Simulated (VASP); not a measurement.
# Al3BN2 (Cmmm) in VASP: further runs

Al3BN2 is run at these levels: PBE; tasks: single point.

Program: VASP 6.6.1. These are calculated values, not measurements. Logs are shortened: lines on timing, memory, paths and dates and some standing lists are left out, and cuts for length are marked.

### Step 1. The cell of the first run

Symmetry: Cmmm, No. 65, orthorhombic system. Conventional cell: a = 5.305 Å, b = 5.320 Å, c = 5.454 Å, α = 90.00°, β = 90.00°, γ = 90.00°. Al (site symmetry mmm) has 4 B at 2.65 to 2.66 Å and 4 N at 3.02 Å and 4 Al at 3.04 Å within 3.5 Å. Within 2.5 Å of Al (site symmetry 2mm) lie 4 N at 1.88 Å. B (site symmetry mmm) has 8 Al at 2.65 to 3.02 Å and 4 N at 3.04 Å within 3.5 Å. N (site symmetry m2m) has 4 Al at 1.88 Å within 2.5 Å.

The cell was built from a structure type or drawn by symmetry, and may not be a known phase.

### Step 2. Single point, PBE

Input file INCAR:

```
SYSTEM = Al3BN2
  PREC = Accurate
  ENCUT = 520
  EDIFF = 1E-6
  ISMEAR = 0
  SIGMA = 0.1
  LREAL = .FALSE.
  LASPH = .TRUE.
  NELM = 80
  ALGO = Normal
  ISIF = 2
  LWAVE = .FALSE.
  LCHARG = .TRUE.
  GGA = PE
  LELF = .TRUE.
  LVHAR = .TRUE.
  NBANDS = 20
```

Input file KPOINTS:

```
Automatic mesh
0
G
  10 10 8
  0 0 0
```

Input file POSCAR:

```
Al3BN2
1.0
    2.6524662796     -2.6600973319      0.0000000000
    2.6524662796      2.6600973319      0.0000000000
    0.0000000000      0.0000000000      5.4535265511
Al B N
3 1 2
Direct
    0.0000000000      0.0000000000      0.5000000000
    0.7453052103      0.7453052103      0.0000000000
    0.2546947897      0.2546947897      0.0000000000
    0.5000000000      0.5000000000      0.5000000000
    0.2458376020      0.7541623980      0.0000000000
    0.7541623980      0.2458376020      0.0000000000
```

Potentials or basis: VASP PAW PBE potentials, release 64 (Al, B, N).

Command:

```bash
$ cat potpaw_PBE.64/Al/POTCAR potpaw_PBE.64/B/POTCAR potpaw_PBE.64/N/POTCAR > POTCAR
$ mpirun -np 1 vasp_std > vasp.out
```

OUTCAR:

```text
SYSTEM = Al3BN2
   PREC = Accurate
   ENCUT = 520
   EDIFF = 1E-6
   ISMEAR = 0
   LREAL = .FALSE.
   LASPH = .TRUE.
   NELM = 80
   ISIF = 2
   GGA = PE

 ion  position               nearest neighbor table
   1  0.000  0.000  0.500-   4 2.65   4 2.65   4 2.66   4 2.66   3 3.04   3 3.04   2 3.04   2 3.04

   2  0.745  0.745  0.000-   5 1.88   6 1.88   5 1.88   6 1.88   3 2.60   3 2.66   3 2.66   3 2.70
                             1 3.04   1 3.04
   3  0.255  0.255  0.000-   5 1.88   6 1.88   5 1.88   6 1.88   2 2.60   2 2.66   2 2.66   2 2.70
                             1 3.04   1 3.04
   4  0.500  0.500  0.500-   1 2.65   1 2.65   1 2.66   1 2.66
   5  0.246  0.754  0.000-   2 1.88   3 1.88   3 1.88   2 1.88
   6  0.754  0.246  0.000-   2 1.88   3 1.88   3 1.88   2 1.88

  LATTYP: Found a base centered orthorhombic cell.
 ALAT       =     5.3049325592
 B/A-ratio  =     1.0028769649
 C/A-ratio  =     1.0280105336

  Lattice vectors:

 A1 = (   2.6524662796,  -2.6600973319,   0.0000000000)
 A2 = (   2.6524662796,   2.6600973319,   0.0000000000)
 A3 = (   0.0000000000,   0.0000000000,   5.4535265511)

Analysis of symmetry for initial positions (statically):
=====================================================================
 Subroutine PRICEL returns:
 Original cell was already a primitive cell.

 Routine SETGRP: Setting up the symmetry group for a
 base centered orthorhombic supercell.

 Subroutine GETGRP returns: Found  8 space group operations
 (whereof  8 operations were pure point group operations)
 out of a pool of  8 trial point group operations.

The static configuration has the point symmetry D_2h.

Analysis of symmetry for dynamics (positions and initial velocities):
=====================================================================
 Subroutine PRICEL returns:
 Original cell was already a primitive cell.

 Routine SETGRP: Setting up the symmetry group for a
 base centered orthorhombic supercell.

 Subroutine GETGRP returns: Found  8 space group operations
 (whereof  8 operations were pure point group operations)
 out of a pool of  8 trial point group operations.

The dynamic configuration has the point symmetry D_2h.

 Subroutine INISYM returns: Found  8 space group operations
 (whereof  8 operations are pure point group operations),
 and found     1 'primitive' translations

----------------------------------------------------------------------------------------

                                     Primitive cell

  volume of cell :      76.9582

[... 100 lines left out ...]
   IBRION =     -1    ionic relax: 0-MD 1-quasi-New 2-CG
   NFREE  =      0    steps in history (QN), initial steepest desc. (CG)
   ISIF   =      2    stress and relaxation
   ISYM   =      2    0-nonsym 1-usesym 2-fastsym
   POTIM  = 0.5000    time-step for ionic-motion
   TEBEG  =    0.0;   TEEND  =   0.0 temperature during run
   PSTRESS=    0.0 pullay stress
   NELECT =      22.0000    total number of electrons
   NUPDOWN=      -1.0000    fix difference up-down
   EMIN   =  10.00;   EMAX   =-10.00  energy-range for DOS
   EFERMI =   0.00;   METHOD = LEGACY
   ISMEAR =     0;   SIGMA  =   0.10  broadening in eV -4-tet -1-fermi 0-gaus
   EFERMI_NEDOS =   21; number of points for ismear=-14 and -15
   IALGO  =     38    algorithm
   IMIX   =      4    mixing-type and parameters
     AMIX     =   0.40;   BMIX     =  1.00
     AMIX_MAG =   1.60;   BMIX_MAG =  1.00
  volume/ion in A,a.u.               =      12.83        86.56
  Fermi-wavevector in a.u.,A,eV,Ry     =   1.078444  2.037963 15.824129  1.163041
  Thomas-Fermi vector in A             =   2.214382
   LORBIT       =      0    0 simple, 1 ext, 2 COOP (PROOUT), +10 PAW based schemes
   GGA     = PE    functional components
   LHFCALC =     F    Hartree Fock is set to
   AEXX    =    0.0000 exact exchange contribution
   IVDW    =     0    specifies the selected vdW correction
   LEPSILON=     F    determine dielectric tensor
   LRPA    =     F    only Hartree local field effects (RPA)
 non-spin polarized calculation
 Gauss-broadening in eV      SIGMA  =   0.10
  energy-cutoff  :      520.00
  volume of cell :       76.96
 maximum number of plane-waves:      2100
   NGX = 13   NGY = 13   NGZ = 21

 number of electron      21.9999999 magnetization

 Free energy of the ion-electron system (eV)
  ---------------------------------------------------
  ext. energy  EPLUGINS =         0.00000000
  ---------------------------------------------------
  free energy    TOTEN  =       -33.58589102 eV

  energy without entropy =      -33.57836550  energy(sigma->0) =      -33.58212826

 E-fermi :   6.1820     XC(G=0): -10.2297

 val. band max:        6.1775871642   @ k =   0.3000   0.1000   0.1250
 cond. band min:       6.1879068266   @ k =   0.3000   0.2000   0.5000
 fundamental gap:      0.0103196624
 Fermi energy:         6.1820168437

 k-point     1 :       0.0000    0.0000    0.0000
  band No.  band energies     occupation
      1     -10.9130      2.00000
      2      -7.2802      2.00000
      3      -1.7625      2.00000
      4      -0.7108      2.00000
      5      -0.5238      2.00000
      6      -0.2132      2.00000
[... 541 lines left out ...]
     19      14.4307      0.00000
     20      14.8298      0.00000

 [... further k-points ...]

------------------------ aborting loop because EDIFF is reached ----------------------------------------

  FORCE on cell =-STRESS in cart. coord.  units (eV):
  Direction    XX          YY          ZZ          XY          YZ          ZX
  --------------------------------------------------------------------------------------
  -------------------------------------------------------------------------------------
  Total       -0.0426513     -0.0312143     -0.0714843      0.0000000      0.0000000      0.0000000
  in kB       -0.8879483     -0.6498440     -1.4882166      0.0000000      0.0000000      0.0000000
  external PRESSURE =      -1.0086697 kB  Pullay stress =       0.0000000 kB

 VOLUME and BASIS-vectors are now :
 -----------------------------------------------------------------------------
  energy-cutoff  :      520.00
  volume of cell :       76.96
      direct lattice vectors                 reciprocal lattice vectors
     2.652466280 -2.660097332  0.000000000     0.188503810 -0.187963047  0.000000000
     2.652466280  2.660097332  0.000000000     0.188503810  0.187963047  0.000000000
     0.000000000  0.000000000  5.453526551     0.000000000  0.000000000  0.183367586

 POSITION                                       TOTAL-FORCE (eV/Angst)
 -----------------------------------------------------------------------------------
      0.00000      0.00000      2.72676        -0.000000      0.000000      0.000000
      3.95379      0.00000      0.00000         0.000242      0.000000      0.000000
      1.35114      0.00000      0.00000        -0.000242      0.000000      0.000000
      2.65247      0.00000      2.72676         0.000000      0.000000      0.000000
      2.65247      1.35219      0.00000         0.000000      0.003642      0.000000
      2.65247     -1.35219      0.00000         0.000000     -0.003642      0.000000
 -----------------------------------------------------------------------------------
    total drift:                               -0.000000     -0.000000     -0.000000

  FREE ENERGIE OF THE ION-ELECTRON SYSTEM (eV)
  ---------------------------------------------------
  free  energy   TOTEN  =       -33.5858910230 eV

  energy  without entropy=      -33.5783654999  energy(sigma->0) =      -33.58212826
```

stdout:

```text
POSCAR found type information on POSCAR AlB N
 POSCAR found :  3 types and       6 ions
 scaLAPACK will be used
 LDA part: xc-table for (Slater+PW92), standard interpolation
 POSCAR, INCAR and KPOINTS ok, starting setup
 FFT: planning ... GRIDC
 FFT: planning ... GRID_SOFT
 FFT: planning ... GRID
 WAVECAR not read
 entering main loop
```

Run time: 92 s. Hardware: 1 thread of Intel Xeon 6975P-C (Granite Rapids), shared host; peak memory 0.32 GiB.

Results:

| Item | Value |
| --- | --- |
| Free energy | -33.5859 eV |
| Pressure | -0.1 GPa |
| Largest force | 0.004 eV/Å |
| Band gap on the k mesh | zero (bands 11 and 12 overlap by 2.75 eV) |

Forces in eV/Å, atoms in the order of the input:
```
Al   0.000  0.000  0.000
Al   0.000  0.000  0.000
Al   0.000  0.000  0.000
B    0.000  0.000  0.000
N    0.000  0.004  0.000
N    0.000 -0.004  0.000
```

Levels at points of the mesh, in eV from the Fermi level:
| k point | band 9 | band 10 | band 11 | band 12 | band 13 | band 14 |
| --- | --- | --- | --- | --- | --- | --- |
| (0.00, 0.00, 0.00) | -1.40 | -0.76 | 0.34 | 0.89 | 1.46 | 3.48 |
| (0.50, 0.00, 0.00) | -4.31 | -4.31 | 1.19 | 1.45 | 2.65 | 3.90 |
| (0.50, 0.50, 0.00) | -2.51 | -2.28 | -1.64 | -1.56 | -0.83 | 1.14 |
| (0.00, 0.00, 0.50) | -1.96 | -1.89 | -0.39 | 0.52 | 1.19 | 2.03 |
| (0.50, 0.00, 0.50) | -2.18 | -1.79 | 0.16 | 1.08 | 1.24 | 3.41 |
| (0.50, 0.50, 0.50) | -1.64 | -1.56 | -0.74 | -0.65 | 0.96 | 2.58 |

### Step 3. Single point, PBE, collinear spin, ferromagnetic start

This run uses another cell than the first one, of 13.49 Å³/atom.

Input file INCAR:

```
SYSTEM = Al3BN2
  PREC = Accurate
  ENCUT = 520
  EDIFF = 1E-6
  ISMEAR = 0
  SIGMA = 0.1
  LREAL = .False.
  LASPH = .True.
  NELM = 150
  ALGO = Normal
  ISIF = 2
  LWAVE = .False.
  LCHARG = .False.
  ISPIN = 2
  MAGMOM = 0 0 0 0 1 1
  LORBIT = 11
  GGA = PE
  NBANDS = 24
```

Input file KPOINTS:

```
Automatic mesh
0
Gamma
  4 4 6
  0 0 0
```

Input file POSCAR:

```
Al3BN2
1.0
    3.2695105000     -3.5089674400      0.0000000000
    3.2695105000      3.5089674400      0.0000000000
    0.0000000000      0.0000000000      3.5287367300
Al B N
3 1 2
Direct
    0.0000000000      0.0000000000      0.5000000000
    0.8161750700      0.8161750700      0.0000000000
    0.1838249300      0.1838249300      0.0000000000
    0.5000000000      0.5000000000      0.5000000000
    0.1509892300      0.8490107700      0.0000000000
    0.8490107700      0.1509892300      0.0000000000
```

Potentials or basis: VASP PAW PBE potentials, release 64 (Al, B, N).

Command:

```bash
$ cat potpaw_PBE.64/Al/POTCAR potpaw_PBE.64/B/POTCAR potpaw_PBE.64/N/POTCAR > POTCAR
$ mpirun -np 1 vasp_std > vasp.out
```

OUTCAR:

```text
SYSTEM = Al3BN2
   PREC = Accurate
   ENCUT = 520
   EDIFF = 1E-6
   ISMEAR = 0
   LREAL = .False.
   LASPH = .True.
   NELM = 150
   ISIF = 2
   ISPIN = 2
   LORBIT = 11
   GGA = PE

 ion  position               nearest neighbor table
   1  0.000  0.000  0.500-   5 2.06   6 2.06   5 2.06   6 2.06   2 2.13   3 2.13   2 2.13   3 2.13

   2  0.816  0.816  0.000-   5 1.60   6 1.60   1 2.13   1 2.13   3 2.40   4 2.72   4 2.72
   3  0.184  0.184  0.000-   5 1.60   6 1.60   1 2.13   1 2.13   2 2.40   4 2.72   4 2.72
   4  0.500  0.500  0.500-   2 2.72   3 2.72   2 2.72   3 2.72
   5  0.151  0.849  0.000-   2 1.60   3 1.60   1 2.06   1 2.06
[... 1496 lines left out ...]
 -----------------------------------------------------------------------------------
      0.00000      0.00000      1.76437         0.000000      0.000000      0.000000
      5.33699      0.00000      0.00000       -17.450741      0.000000      0.000000
      1.20204      0.00000      0.00000        17.450741      0.000000      0.000000
      3.26951      0.00000      1.76437         0.000000      0.000000      0.000000
      3.26951      2.44933      0.00000         0.000000    -12.515262      0.000000
      3.26951     -2.44933      0.00000         0.000000     12.515262      0.000000
 -----------------------------------------------------------------------------------
    total drift:                                0.000000      0.000000      0.000000

  FREE ENERGIE OF THE ION-ELECTRON SYSTEM (eV)
  ---------------------------------------------------
  free  energy   TOTEN  =       -22.2237522151 eV

  energy  without entropy=      -22.2085985067  energy(sigma->0) =      -22.21617536

 total charge

# of ion       s       p       d       tot
------------------------------------------
    1        0.462   0.490   0.000   0.952
    2        0.465   0.602   0.000   1.068
    3        0.465   0.602   0.000   1.068
    4        0.840   0.550   0.000   1.390
    5        1.306   2.644   0.000   3.950
    6        1.306   2.644   0.000   3.950
--------------------------------------------------
tot          4.844   7.533   0.000  12.378

 magnetization (x)

# of ion       s       p       d       tot
------------------------------------------
    1        0.000   0.000   0.000   0.000
    2        0.000   0.000   0.000   0.000
    3        0.000   0.000   0.000   0.000
    4       -0.000  -0.000   0.000  -0.000
    5        0.000  -0.000   0.000  -0.000
    6        0.000  -0.000   0.000  -0.000
--------------------------------------------------
tot          0.000  -0.000   0.000  -0.000
```

Run time: 46 s. Hardware: 1 thread of Intel Xeon 6975P-C (Granite Rapids), shared host; peak memory 0.25 GiB.

What came out:

```yaml
Free_energy: -22.2238 eV
Pressure: 47.7 GPa
Largest_force: 17.451 eV/Å
Band_gap_on_the_k_mesh: zero (filled and empty bands overlap)
Net_moment: 0.00 μB per cell
Valence_electrons_inside_the_program's_atomic_spheres: Al 0.95, 1.07 (each value once); B 1.39; N 3.95
```

Forces on the atoms (eV/Å):
```
Al    0.000   0.000   0.000
Al  -17.451   0.000   0.000
Al   17.451   0.000   0.000
B     0.000   0.000   0.000
N     0.000 -12.515   0.000
N     0.000  12.515   0.000
```

Levels at points of the mesh, in eV from the Fermi level:
Spin up:
```csv
k point,band 8,band 9,band 10,band 11,band 12,band 13,band 14,band 15
"(0.00, 0.00, 0.00)",-3.37,-2.25,-1.78,-1.78,1.55,1.95,3.01,3.82
"(0.50, 0.00, 0.00)",-4.05,-3.48,-0.73,0.15,1.26,1.50,1.56,2.89
"(0.50, 0.50, 0.00)",-3.54,-2.59,-2.11,-1.76,1.23,1.43,3.31,3.38
"(0.00, 0.00, 0.50)",-4.98,-3.02,-2.30,-0.96,1.43,1.67,2.00,2.56
"(0.50, 0.00, 0.50)",-4.36,-2.93,-1.45,-0.80,0.15,0.33,0.57,4.31
"(0.50, 0.50, 0.50)",-3.97,-3.88,-2.21,-1.46,1.33,2.26,2.55,3.02
```
Spin down:
| k point | band 7 | band 8 | band 9 | band 10 | band 11 | band 12 | band 13 | band 14 | band 15 | band 16 |
| --- | --- | --- | --- | --- | --- | --- | --- | --- | --- | --- |
| (0.00, 0.00, 0.00) | -4.96 | -3.37 | -2.25 | -1.78 | -1.78 | 1.55 | 1.95 | 3.01 | 3.82 | 4.08 |
| (0.50, 0.00, 0.00) | -5.07 | -4.05 | -3.48 | -0.73 | 0.15 | 1.26 | 1.50 | 1.56 | 2.89 | 4.92 |
| (0.50, 0.50, 0.00) | -4.20 | -3.54 | -2.59 | -2.11 | -1.76 | 1.23 | 1.43 | 3.31 | 3.38 | 4.48 |
| (0.00, 0.00, 0.50) | -4.98 | -4.98 | -3.02 | -2.30 | -0.96 | 1.43 | 1.67 | 2.00 | 2.56 | 3.14 |
| (0.50, 0.00, 0.50) | -4.51 | -4.36 | -2.93 | -1.45 | -0.80 | 0.15 | 0.33 | 0.57 | 4.31 | 5.88 |
| (0.50, 0.50, 0.50) | -5.43 | -3.97 | -3.88 | -2.21 | -1.46 | 1.33 | 2.26 | 2.55 | 3.02 | 4.75 |

Caveat: the cell stands under pressure; forces of over 1 eV/Å act on the atoms, so gaps and moduli don't describe the material at rest.

### Step 4. Single point, PBE

Input file INCAR:

```
SYSTEM = Al3BN2
ALGO = Normal
EDIFF = 1E-6
ENCUT = 520
GGA = PE
ISIF = 2
ISMEAR = 0
LASPH = .True.
LCHARG = .False.
LREAL = .False.
LWAVE = .False.
NBANDS = 20
NELM = 60
PREC = Accurate
SIGMA = 0.1
```

Input file KPOINTS:

```
k-points
0
Gamma
  10 10 10
  0 0 0
```

Input file POSCAR:

```
Al3BN2
1.0
    2.6533452562     -2.6590216870      0.0000000000
    2.6533452562      2.6590216870      0.0000000000
    0.0000000000      0.0000000000      5.4574213091
Al B N
3 1 2
Direct
    0.0000000000      0.0000000000      0.5000000000
    0.7453042461      0.7453042461      0.0000000000
    0.2546957539      0.2546957539      0.0000000000
    0.5000000000      0.5000000000      0.5000000000
    0.2458358125      0.7541641875      0.0000000000
    0.7541641875      0.2458358125      0.0000000000
```

Command:

```bash
$ cat potpaw_PBE.64/Al/POTCAR potpaw_PBE.64/B/POTCAR potpaw_PBE.64/N/POTCAR > POTCAR
$ mpirun -np 1 vasp_std > vasp.out
```

Run time: 1.7 min. Hardware: 1 thread of Intel Xeon 6975P-C (Granite Rapids), shared host; peak memory 0.36 GiB.

The run converged. Its results:

* Free energy: -33.5849 eV
* Pressure: -0.1 GPa
* Band gap on the k mesh: zero (bands 11 and 12 overlap by 2.76 eV)

Levels at points of the mesh, in eV from the Fermi level:
```
           k point  band 8  band 9  band 10  band 11  band 12  band 13  band 14  band 15
(0.00, 0.00, 0.00)   -2.00   -1.41    -0.76     0.34     0.88     1.46     3.48     3.87
(0.50, 0.00, 0.00)   -4.42   -4.31    -4.31     1.19     1.45     2.64     3.89     4.03
(0.50, 0.50, 0.00)   -2.66   -2.51    -2.28    -1.64    -1.57    -0.83     1.13     3.94
(0.00, 0.00, 0.50)   -1.99   -1.96    -1.89    -0.39     0.52     1.18     2.03     4.25
(0.50, 0.00, 0.50)   -4.94   -2.19    -1.80     0.15     1.08     1.23     3.41     3.74
(0.50, 0.50, 0.50)   -3.36   -1.64    -1.57    -0.74    -0.67     0.96     2.57     4.08
```

### Step 5. The runs side by side

```tsv
spin	cell	k mesh	gap on the mesh (eV)	pressure (GPa)
off	a = 3.757, b = 3.757, c = 5.454 Å, angles 90.0, 90.0, 90.2°, 6 atoms, atomic positions A	10 × 10 × 8	none	-0.1
collinear, ferromagnetic start	a = 4.796, b = 4.796, c = 3.529 Å, angles 90.0, 90.0, 94.0°, 6 atoms, atomic positions B	4 × 4 × 6	none	47.7
off	a = 3.756, b = 3.756, c = 5.457 Å, angles 90.0, 90.0, 90.1°, 6 atoms, atomic positions A	10 × 10 × 10	none	-0.1
```

Alike in all rows: task single point; level PBE; potentials or basis VASP PAW PBE potentials, release 64 (Al, B, N); cutoff (eV) 520; smearing gaussian 0.1 eV.

Caveats: the cell stands under pressure (at least some runs); forces of over 1 eV/Å act on the atoms, so gaps and moduli don't describe the material at rest (at least some runs).

Total energies depend on the potentials used, so only differences within one code and one set of settings carry meaning.
